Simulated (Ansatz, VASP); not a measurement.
**Two plane-wave programs on Co**

File INCAR:

```
SYSTEM = Co
PREC = Accurate
ENCUT = 520
EDIFF = 1E-6
ISMEAR = 0
SIGMA = 0.1
LREAL = .False.
LASPH = .True.
NELM = 150
ALGO = Normal
ISIF = 2
LWAVE = .False.
LCHARG = .True.
ISPIN = 2
MAGMOM = 0 3
LORBIT = 11
LMAXMIX = 4
GGA = PE
LELF = .True.
LVHAR = .True.
NBANDS = 20
```

File KPOINTS:

```
regular mesh
0
Gamma
  11 11 11
  0 0 0
```

File POSCAR:

```
Co
1.0
    3.5979000000      1.7989500000      1.7989500000
    1.7989500000      3.5979000000      1.7989500000
    1.7989500000      1.7989500000      3.5979000000
Co
2
Direct
    0.0000000000      0.0000000000      0.0000000000
    0.5000000000      0.5000000000      0.5000000000
```

Input for Ansatz:

```yaml
crystal:
  lattice:
    - [3.5979, 1.79895, 1.79895]
    - [1.79895, 3.5979, 1.79895]
    - [1.79895, 1.79895, 3.5979]
  atoms:
    - { symbol: Co, position: [0.0, 0.0, 0.0] }
    - { symbol: Co, position: [0.5, 0.5, 0.5], spin: 3.0 }
magnetization:
  spin_polarized: true
hamiltonian:
  xc: pbe
  pseudopotentials: { kind: paw }
basis:
  ecutwfc: 420
kpoints:
  mp_grid: { grid: [11, 11, 11] }
scf:
  occupations: { method: gaussian, width: 0.1 }
  lower_state_search: "off"
output:
  forces: true
  stress: true
```

Alike in both runs: task single point; functional PBE; k mesh 11 × 11 × 11; occupations gaussian, width 0.1 eV; collinear spin.

|  | VASP | Ansatz |
| --- | --- | --- |
| version | VASP 6.6.1 | Ansatz 0.2.0 |
| potentials or method | VASP PAW PBE potentials, release 64 (Co), cutoff 520 eV | PAW, plane waves, scalar-relativistic |
| valence electrons in the cell | 18 | 34 |

VASP gave:

| Item | Value |
| --- | --- |
| pressure (GPa) | -12.7 |
| net moment per atom (μB) | 1.65 |
| size of the moment on the site where the two differ most (μB) | 1.68 |

What did Ansatz give for the same quantities?

Pressure (GPa): -12.2; net moment per atom (μB): 1.67; size of the moment on the site where the two differ most (μB): 1.75.

Site moments also hang on the region over which each program counts them. VASP's potentials hold 18 valence electrons a cell and Ansatz's 34, so a difference there can come from the potentials and not from the codes.
